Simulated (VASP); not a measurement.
# GaN (P1) in VASP: a series of runs, part 2 of 2

VASP 6.6.1. Earlier steps stand in the parts before.

**4. Single point, r2SCAN**

This run uses another cell than the first one, of 11.23 Å³/atom, 1.005 times its volume.

File POSCAR:

```
GaN
1.0
    3.1273200000     -0.0205600000     -0.0059100000
   -1.5814700000      2.8051100000      0.0505700000
   -0.0096100000      0.0893200000      5.1431400000
Ga N
2 2
Direct
    0.3255800000      0.6624100000      0.0032900000
    0.6663600000      0.3282900000      0.4966200000
    0.3404400000      0.6682900000      0.3748800000
    0.6747249516      0.3391496213      0.8708034434
```

File INCAR.step1:

```
PREC = Accurate
ENCUT = 520
ISMEAR = 0
SIGMA = 0.01
LREAL = F
LASPH = T
NELM = 60
NBANDS = 26
GGA = PE
ALGO = Normal
EDIFF = 1E-4
LWAVE = T
LCHARG = F
```

File INCAR.step2:

```
PREC = Accurate
ENCUT = 520
EDIFF = 1E-6
ISMEAR = 0
SIGMA = 0.01
LREAL = F
LASPH = T
NELM = 60
ALGO = Normal
ISIF = 2
LWAVE = F
LCHARG = F
METAGGA = R2SCAN
LMIXTAU = T
NBANDS = 26
ISTART = 1
```

File KPOINTS:

```
Automatic mesh
0
Gamma
  6 6 4
```

The run is started by

```sh
cat potpaw_PBE.64/Ga_d/POTCAR potpaw_PBE.64/N/POTCAR > POTCAR
cp INCAR.step1 INCAR
mpirun -np 1 vasp_std > vasp.out
cp INCAR.step2 INCAR
mpirun -np 1 vasp_std > vasp.out
```

It took 92 s on 1 thread of Intel Xeon 6975P-C (Granite Rapids), shared host; peak memory 0.22 GiB.

Results (log left out):

```yaml
Free_energy: -43.7301 eV
Pressure: 3.9 GPa
Largest_force: 1.075 eV/Å
Band_gap_on_the_k_mesh: 2.29 eV, direct
```

Forces in eV/Å, atoms in the order of the input:
```
Ga   0.597  0.408 -0.795
Ga   0.066 -0.204  0.190
N   -0.085  0.268  0.091
N   -0.579 -0.472  0.513
```

Stress tensor (GPa, compression positive):
```
 7.91  2.61  1.53
 2.61 -3.18 -3.09
 1.53 -3.09  7.01
```

Levels at points of the mesh, in eV from the valence-band top:
```csv
k point,band 14,band 15,band 16,band 17,band 18,band 19,band 20,band 21,band 22,band 23
"(0.00, 0.00, 0.00)",-1.29,-1.17,-0.28,-0.05,0.00,2.29,4.74,9.84,10.29,10.83
"(0.50, 0.00, 0.00)",-5.50,-4.39,-3.17,-2.49,-1.20,5.17,5.88,6.56,9.48,10.62
"(0.00, 0.50, 0.00)",-5.51,-4.56,-2.79,-2.41,-0.91,5.86,6.26,6.38,9.20,11.18
"(0.50, 0.50, 0.00)",-5.44,-4.51,-3.04,-2.44,-1.10,5.40,6.02,6.52,9.38,10.89
"(0.00, 0.00, 0.50)",-4.01,-0.89,-0.72,-0.62,-0.45,4.59,4.77,9.09,9.27,10.58
"(0.50, 0.00, 0.50)",-6.74,-2.45,-2.15,-2.14,-1.95,4.62,4.75,8.10,8.70,10.71
"(0.00, 0.50, 0.50)",-6.74,-2.36,-2.08,-1.95,-1.76,4.81,5.06,8.37,8.70,10.43
"(0.50, 0.50, 0.50)",-6.69,-2.30,-2.18,-2.14,-1.84,4.72,4.83,8.18,8.70,10.63
```

Caveat: the PAW data sets were made with another functional, which shifts forces and pressure a little.

**5. Single point, r2SCAN**

This run uses another cell than the first one, of 11.23 Å³/atom, 1.005 times its volume.

POSCAR: that of step 4 with these lines changed.

```diff
@@ -11,2 +11,2 @@
     0.3404400000      0.6682900000      0.3748800000
-    0.6747249516      0.3391496213      0.8708034434
+    0.6729150484      0.3355703787      0.8708365566
```

File INCAR.step1:

```
  PREC = Accurate
  ENCUT = 520
  ISMEAR = 0
  SIGMA = 0.01
  LREAL = F
  LASPH = T
  NELM = 60
  NBANDS = 26
  GGA = PE
  ALGO = Normal
  EDIFF = 1E-4
  LWAVE = T
  LCHARG = F
```

File INCAR.step2:

```
  PREC = Accurate
  ENCUT = 520
  EDIFF = 1E-6
  ISMEAR = 0
  SIGMA = 0.01
  LREAL = F
  LASPH = T
  NELM = 60
  ALGO = Normal
  ISIF = 2
  LWAVE = F
  LCHARG = F
  METAGGA = R2SCAN
  LMIXTAU = T
  NBANDS = 26
  ISTART = 1
```

KPOINTS is that of step 4.

The run is started by

```sh
cat potpaw_PBE.64/Ga_d/POTCAR potpaw_PBE.64/N/POTCAR > POTCAR
cp INCAR.step1 INCAR
mpirun -np 1 vasp_std > vasp.out
cp INCAR.step2 INCAR
mpirun -np 1 vasp_std > vasp.out
```

Wall time 1.9 min (1 thread of Intel Xeon 6975P-C (Granite Rapids), shared host); peak memory 0.21 GiB.

Results (log left out):

- Free energy: -43.7342 eV
- Pressure: 3.9 GPa
- Largest force: 1.035 eV/Å
- Band gap on the k mesh: 2.29 eV, direct

Forces on the atoms (eV/Å):
```
Ga   0.577  0.304 -0.804
Ga   0.066 -0.213  0.187
N   -0.085  0.260  0.093
N   -0.559 -0.351  0.524
```

Stress tensor (GPa, compression positive):
```
 7.56  2.57  1.48
 2.57 -2.92 -3.29
 1.48 -3.29  7.00
```

Levels at points of the mesh, in eV from the valence-band top:
```
           k point  band 16  band 17  band 18  band 19  band 20  band 21
(0.00, 0.00, 0.00)    -0.28    -0.06     0.00     2.29     4.73     9.85
(0.50, 0.00, 0.00)    -3.18    -2.48    -1.21     5.16     5.87     6.54
(0.00, 0.50, 0.00)    -2.79    -2.43    -0.91     5.86     6.28     6.41
(0.50, 0.50, 0.00)    -3.05    -2.43    -1.11     5.40     6.01     6.49
(0.00, 0.00, 0.50)    -0.73    -0.64    -0.43     4.59     4.77     9.08
(0.50, 0.00, 0.50)    -2.15    -2.13    -1.98     4.62     4.75     8.09
(0.00, 0.50, 0.50)    -2.09    -1.95    -1.75     4.79     5.05     8.39
(0.50, 0.50, 0.50)    -2.19    -2.14    -1.86     4.73     4.82     8.17
```

Caveat: the PAW data sets were made with another functional, which shifts forces and pressure a little.

**6. Single point, r2SCAN**

This run uses another cell than the first one, of 11.23 Å³/atom, 1.005 times its volume.

POSCAR: that of step 5 with these lines changed.

```diff
@@ -11,2 +11,2 @@
     0.3404400000      0.6682900000      0.3748800000
-    0.6729150484      0.3355703787      0.8708365566
+    0.6774398065      0.3445184853      0.8707537736
```

File INCAR.step1:

```
SYSTEM = GaN
  PREC = Accurate
  ENCUT = 520
  ISMEAR = 0
  SIGMA = 0.01
  LREAL = .FALSE.
  LASPH = .TRUE.
  NELM = 100
  NBANDS = 26
  GGA = PE
  ALGO = Normal
  EDIFF = 1E-4
  LWAVE = .TRUE.
  LCHARG = .FALSE.
```

File INCAR.step2:

```
SYSTEM = GaN
  PREC = Accurate
  ENCUT = 520
  EDIFF = 1E-6
  ISMEAR = 0
  SIGMA = 0.01
  LREAL = .FALSE.
  LASPH = .TRUE.
  NELM = 100
  ALGO = Normal
  ISIF = 2
  LWAVE = .FALSE.
  LCHARG = .FALSE.
  METAGGA = R2SCAN
  LMIXTAU = .TRUE.
  NBANDS = 26
  ISTART = 1
```

File KPOINTS:

```
regular mesh
0
G
  6 6 4
  0 0 0
```

Potentials or basis: VASP PAW PBE potentials, release 64 (Ga_d, N).

The run is started by

```sh
cat potpaw_PBE.64/Ga_d/POTCAR potpaw_PBE.64/N/POTCAR > POTCAR
cp INCAR.step1 INCAR
mpirun -np 1 vasp_std > vasp.out
cp INCAR.step2 INCAR
mpirun -np 1 vasp_std > vasp.out
```

It took 1.8 min on 1 thread of Intel Xeon 6975P-C (Granite Rapids), shared host; peak memory 0.21 GiB.

It converged, with:

```yaml
Free_energy: -43.7217 eV
Pressure: 4.0 GPa
Largest_force: 1.144 eV/Å
Band_gap_on_the_k_mesh: 2.30 eV, direct
```

Forces on the atoms (eV/Å):
```
Ga   0.628  0.556 -0.777
Ga   0.066 -0.190  0.197
N   -0.085  0.279  0.089
N   -0.610 -0.645  0.491
```

Stress tensor (GPa, compression positive):
```
 8.46  2.67  1.61
 2.67 -3.53 -2.80
 1.61 -2.80  7.02
```

Levels at points of the mesh, in eV from the valence-band top:
```csv
k point,band 15,band 16,band 17,band 18,band 19,band 20,band 21,band 22
"(0.00, 0.00, 0.00)",-1.18,-0.28,-0.03,0.00,2.30,4.75,9.82,10.31
"(0.50, 0.00, 0.00)",-4.38,-3.16,-2.50,-1.19,5.17,5.91,6.60,9.48
"(0.00, 0.50, 0.00)",-4.56,-2.79,-2.36,-0.91,5.87,6.21,6.36,9.19
"(0.50, 0.50, 0.00)",-4.49,-3.03,-2.45,-1.08,5.40,6.04,6.55,9.38
"(0.00, 0.00, 0.50)",-0.88,-0.71,-0.59,-0.46,4.59,4.78,9.10,9.27
"(0.50, 0.00, 0.50)",-2.45,-2.15,-2.13,-1.92,4.61,4.76,8.11,8.73
"(0.00, 0.50, 0.50)",-2.36,-2.08,-1.96,-1.77,4.83,5.09,8.34,8.68
"(0.50, 0.50, 0.50)",-2.30,-2.17,-2.14,-1.80,4.72,4.83,8.18,8.72
```

Caveat: the PAW data sets were made with another functional, which shifts forces and pressure a little. r2SCAN opens gaps a little over a GGA but as a rule still falls short of measured ones.
